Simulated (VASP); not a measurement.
# AlRu (Pm-3m) in VASP: further runs, part 2 of 2

VASP 6.6.1.

## (4) Single point, PBEsol (volume scaled by 0.98)

Input file INCAR:

```
PREC = Accurate
ENCUT = 520
EDIFF = 1E-7
ISMEAR = -1
SIGMA = 0.05
LREAL = False
LASPH = True
NELM = 80
ALGO = Normal
ISIF = 2
LWAVE = False
LCHARG = False
GGA = PS
NBANDS = 16
```

Input file KPOINTS:

```
Automatic mesh
0
Gamma
  12 12 12
```

Input file POSCAR:

```
AlRu
1.0
    2.9715215427      0.0000000000      0.0000000000
    0.0000000000      2.9715215427      0.0000000000
    0.0000000000      0.0000000000      2.9715215427
Al Ru
1 1
Direct
    0.0000000000      0.0000000000      0.0000000000
    0.5000000000      0.5000000000      0.5000000000
```

Potentials or basis: VASP PAW PBE potentials, release 64 (Al, Ru_pv).

Started as:

```
$ cat potpaw_PBE.64/Al/POTCAR potpaw_PBE.64/Ru_pv/POTCAR > POTCAR
$ mpirun -np 1 vasp_std > vasp.out
```

OUTCAR:

```text
PREC = Accurate
   ENCUT = 520
   EDIFF = 1E-7
   ISMEAR = -1
   LREAL = False
   LASPH = True
   NELM = 80
   ISIF = 2
   GGA = PS

 ion  position               nearest neighbor table
   1  0.000  0.000  0.000-   2 2.57   2 2.57   2 2.57   2 2.57   2 2.57   2 2.57   2 2.57   2 2.57

   2  0.500  0.500  0.500-   1 2.57   1 2.57   1 2.57   1 2.57   1 2.57   1 2.57   1 2.57   1 2.57

  LATTYP: Found a simple cubic cell.
 ALAT       =     2.9715215427

  Lattice vectors:

 A1 = (   2.9715215427,   0.0000000000,   0.0000000000)
 A2 = (   0.0000000000,   2.9715215427,   0.0000000000)
 A3 = (   0.0000000000,   0.0000000000,   2.9715215427)

Analysis of symmetry for initial positions (statically):
=====================================================================
 Subroutine PRICEL returns:
 Original cell was already a primitive cell.

 Routine SETGRP: Setting up the symmetry group for a
 simple cubic supercell.

 Subroutine GETGRP returns: Found 48 space group operations
 (whereof 48 operations were pure point group operations)
 out of a pool of 48 trial point group operations.

The static configuration has the point symmetry O_h .

Analysis of symmetry for dynamics (positions and initial velocities):
=====================================================================
 Subroutine PRICEL returns:
 Original cell was already a primitive cell.

 Routine SETGRP: Setting up the symmetry group for a
 simple cubic supercell.

 Subroutine GETGRP returns: Found 48 space group operations
 (whereof 48 operations were pure point group operations)
 out of a pool of 48 trial point group operations.

The dynamic configuration has the point symmetry O_h .

 Subroutine INISYM returns: Found 48 space group operations
[... 104 lines left out ...]
   ISYM   =      2    0-nonsym 1-usesym 2-fastsym
   POTIM  = 0.5000    time-step for ionic-motion
   TEBEG  =    0.0;   TEEND  =   0.0 temperature during run
   PSTRESS=    0.0 pullay stress
   NELECT =      17.0000    total number of electrons
   NUPDOWN=      -1.0000    fix difference up-down
   EMIN   =  10.00;   EMAX   =-10.00  energy-range for DOS
   EFERMI =   0.00;   METHOD = LEGACY
   ISMEAR =    -1;   SIGMA  =   0.05  broadening in eV -4-tet -1-fermi 0-gaus
   EFERMI_NEDOS =   21; number of points for ismear=-14 and -15
   IALGO  =     38    algorithm
   IMIX   =      4    mixing-type and parameters
     AMIX     =   0.40;   BMIX     =  1.00
     AMIX_MAG =   1.60;   BMIX_MAG =  1.00
  volume/ion in A,a.u.               =      13.12        88.53
  Fermi-wavevector in a.u.,A,eV,Ry     =   1.416595  2.676976 27.303360  2.006740
  Thomas-Fermi vector in A             =   2.537913
   LORBIT       =      0    0 simple, 1 ext, 2 COOP (PROOUT), +10 PAW based schemes
   GGA     = PS    functional components
   LHFCALC =     F    Hartree Fock is set to
   AEXX    =    0.0000 exact exchange contribution
   IVDW    =     0    specifies the selected vdW correction
   LEPSILON=     F    determine dielectric tensor
   LRPA    =     F    only Hartree local field effects (RPA)
 non-spin polarized calculation
  energy-cutoff  :      520.00
  volume of cell :       26.24
 maximum number of plane-waves:       739
 NGX is ok and might be reduce to    24
   NGX = 11   NGY = 11   NGZ = 11

 number of electron      16.9999996 magnetization

 Free energy of the ion-electron system (eV)
  ---------------------------------------------------
  ext. energy  EPLUGINS =         0.00000000
  ---------------------------------------------------
  free energy    TOTEN  =       -15.53213659 eV

  energy without entropy =      -15.52062681  energy(sigma->0) =      -15.52638170

 E-fermi :  10.8785     XC(G=0): -12.7918

 val. band max:       10.8783268832   @ k =   0.0833   0.0833   0.0000
 cond. band min:      10.8967510198   @ k =   0.2500   0.0833   0.0833
 fundamental gap:      0.0184241366
 Fermi energy:        10.8785022966

 k-point     1 :       0.0000    0.0000    0.0000
  band No.  band energies     occupation
      1     -30.8362      2.00000
      2     -30.8362      2.00000
      3     -30.8362      2.00000
      4       1.0812      2.00000
      5       7.1821      2.00000
      6       7.1821      2.00000
[... 433 lines left out ...]
      3     -30.8033      2.00000
      4       4.7782      2.00000
      5       6.8636      2.00000
      6       8.9216      2.00000
[... 8 lines left out ...]
     15      23.3902      0.00000
     16      26.2461      0.00000

 [... further k-points ...]
[... 5 lines left out ...]
  --------------------------------------------------------------------------------------
  -------------------------------------------------------------------------------------
  Total        0.1676493      0.1676493      0.1676493      0.0000000      0.0000000     -0.0000000
  in kB       10.2370711     10.2370711     10.2370711      0.0000000      0.0000000     -0.0000000
  external PRESSURE =      10.2370711 kB  Pullay stress =       0.0000000 kB

 VOLUME and BASIS-vectors are now :
 -----------------------------------------------------------------------------
  energy-cutoff  :      520.00
  volume of cell :       26.24
      direct lattice vectors                 reciprocal lattice vectors
     2.971521543  0.000000000  0.000000000     0.336527932  0.000000000  0.000000000
     0.000000000  2.971521543  0.000000000     0.000000000  0.336527932  0.000000000
     0.000000000  0.000000000  2.971521543     0.000000000  0.000000000  0.336527932

 POSITION                                       TOTAL-FORCE (eV/Angst)
 -----------------------------------------------------------------------------------
      0.00000      0.00000      0.00000         0.000000      0.000000      0.000000
      1.48576      1.48576      1.48576         0.000000      0.000000      0.000000
 -----------------------------------------------------------------------------------
    total drift:                                0.000000     -0.000000     -0.000000

  FREE ENERGIE OF THE ION-ELECTRON SYSTEM (eV)
  ---------------------------------------------------
  free  energy   TOTEN  =       -15.5321365916 eV

  energy  without entropy=      -15.5206268067  energy(sigma->0) =      -15.52638170
```

OSZICAR:

```text
N       E                     dE             d eps       ncg     rms          rms(c)
DAV:   1     0.115940382254E+03    0.11594E+03   -0.91169E+03  2744   0.991E+02
DAV:   2    -0.144013767728E+02   -0.13034E+03   -0.12444E+03  3104   0.295E+02
DAV:   3    -0.163188657969E+02   -0.19175E+01   -0.19127E+01  3528   0.373E+01
DAV:   4    -0.163319680913E+02   -0.13102E-01   -0.13086E-01  3264   0.326E+00
DAV:   5    -0.163321550623E+02   -0.18697E-03   -0.18694E-03  3320   0.377E-01    0.138E+01
DAV:   6    -0.156299194972E+02    0.70224E+00   -0.26447E+00  2968   0.176E+01    0.240E+00
DAV:   7    -0.155514972585E+02    0.78422E-01   -0.19121E-01  2856   0.496E+00    0.216E+00
DAV:   8    -0.155323822409E+02    0.19115E-01   -0.18646E-02  3120   0.100E+00    0.209E-01
DAV:   9    -0.155321507476E+02    0.23149E-03   -0.31828E-04  3336   0.140E-01    0.137E-01
DAV:  10    -0.155321380552E+02    0.12692E-04   -0.22814E-05  3088   0.506E-02    0.704E-03
DAV:  11    -0.155321369725E+02    0.10827E-05   -0.91181E-07  3464   0.104E-02    0.458E-03
DAV:  12    -0.155321365953E+02    0.37719E-06   -0.26995E-08  2024   0.167E-03    0.244E-04
DAV:  13    -0.155321365916E+02    0.36837E-08   -0.17366E-09  1648   0.422E-04
   1 F= -.15532137E+02 E0= -.15526382E+02  d E =-.115098E-01
```

stdout:

```text
POSCAR found type information on POSCAR AlRu
 POSCAR found :  2 types and       2 ions
 scaLAPACK will be used
 -----------------------------------------------------------------------------
|                                                                             |
|                                                                             |
|     You enforced a specific xc type in the INCAR file but a different       |
|     I HOPE YOU KNOW WHAT YOU ARE DOING!                                     |
|                                                                             |
 -----------------------------------------------------------------------------

 LDA part: xc-table for (Slater+PW92), standard interpolation
 POSCAR, INCAR and KPOINTS ok, starting setup
 FFT: planning ... GRIDC
 FFT: planning ... GRID_SOFT
 FFT: planning ... GRID
 WAVECAR not read
 entering main loop
```

It took 21 s on 1 thread of Intel Xeon Platinum 8259CL at 2.50GHz (Skylake/Cascade Lake), shared host; peak memory 0.16 GiB.

What came out:

| Item | Value |
| --- | --- |
| Free energy | -15.5321 eV |
| Pressure | 1.0 GPa |

Caveat: the PAW data sets were made with another functional, which shifts forces and pressure a little.

## (5) The runs side by side

```tsv
cell	gap on the mesh (eV)	pressure (GPa)
a = 2.931 Å, 2 atoms	none	11.3
a = 2.951 Å, 2 atoms	none	5.9
a = 2.972 Å, 2 atoms	none	1.0
```

Alike in all rows: task single point; level PBEsol; potentials or basis VASP PAW PBE potentials, release 64 (Al, Ru_pv); no spin polarisation; k mesh 12 × 12 × 12; cutoff (eV) 520; smearing fermi-dirac 0.05 eV.

Caveats: the PAW data sets were made with another functional, which shifts forces and pressure a little.

Total energies depend on the potentials used, so only differences within one code and one set of settings carry meaning.
